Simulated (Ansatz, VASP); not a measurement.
# One calculation of Rb2Hg, two programs

```
Rb Hg
1.0
     6.41283    0.00000    0.00000
     0.00000    6.41283    0.00000
     0.00000    0.00000    4.44499
Rb Hg
2 1
Direct
  0.00000 0.50000 0.50000
  0.50000 0.00000 0.50000
  0.00000 0.00000 0.00000
```

Alike in both runs: functional PBE; k mesh 8 × 8 × 10; occupations fermi-dirac, width 0.15 eV; no spin polarisation.

Ansatz relaxed the structure, and its values are those at the end. VASP's run is a single point on that final structure, the one shown.

|  | VASP | Ansatz |
| --- | --- | --- |
| version | VASP 6.6.1 | Ansatz 0.2.0 |
| potentials or method | VASP PAW PBE potentials, release 64 (Rb_sv, Hg), cutoff 520 eV | scalar-relativistic, plane waves, PAW |
| valence electrons in the cell | 30 | 38 |

```tsv
	VASP	Ansatz	Ansatz less VASP
gap on the k mesh at the Fermi level (eV)	none	none	-
pressure (GPa)	0.0	0.0	+0.01
```

A gap of «none» marks a metal or a gap that the smearing closes. VASP's potentials hold 30 valence electrons a cell and Ansatz's 38, so a difference there can come from the potentials and not from the codes.

Neither program's run includes spin-orbit coupling.
